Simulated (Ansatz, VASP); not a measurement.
# C: VASP beside Ansatz

```
CELL_PARAMETERS angstrom
1.23250 0.71158 3.36139
-1.23250 0.71158 3.36139
0.00000 -1.42317 3.36139
ATOMIC_POSITIONS crystal
C 0.16540 0.16540 0.15486
C 0.83460 0.83460 0.84514
```

Change from the starting cell: mode 4 frozen in at -0.048 Å and mode 6 at +0.015 Å (largest displacements).

Alike in both runs: task single point; functional PBE; dispersion D3(BJ); k mesh 15 × 15 × 15; occupations gaussian, width 0.05 eV; no spin polarisation.

```csv
,VASP,Ansatz
version,VASP 6.6.1,Ansatz 0.2.0
potentials or method,"VASP PAW PBE potentials, release 64 (C), cutoff 520 eV","scalar-relativistic, plane waves, PAW"
valence electrons in the cell,8,8
```

```csv
,VASP,Ansatz,Ansatz less VASP
gap on the k mesh at the Fermi level (eV),0.48,0.48,-0.001
least direct gap on the mesh (eV),0.48,0.48,-0.001
pressure (GPa),0.3,-0.2,-0.43
"traceless stress, the component that is largest in VASP (GPa)",3.94,3.62,-0.322
rms of the force components (eV/Å),1.265,1.266,+0.0009
```

Atom by atom the forces differ by 0.004 eV/Å (rms over components).
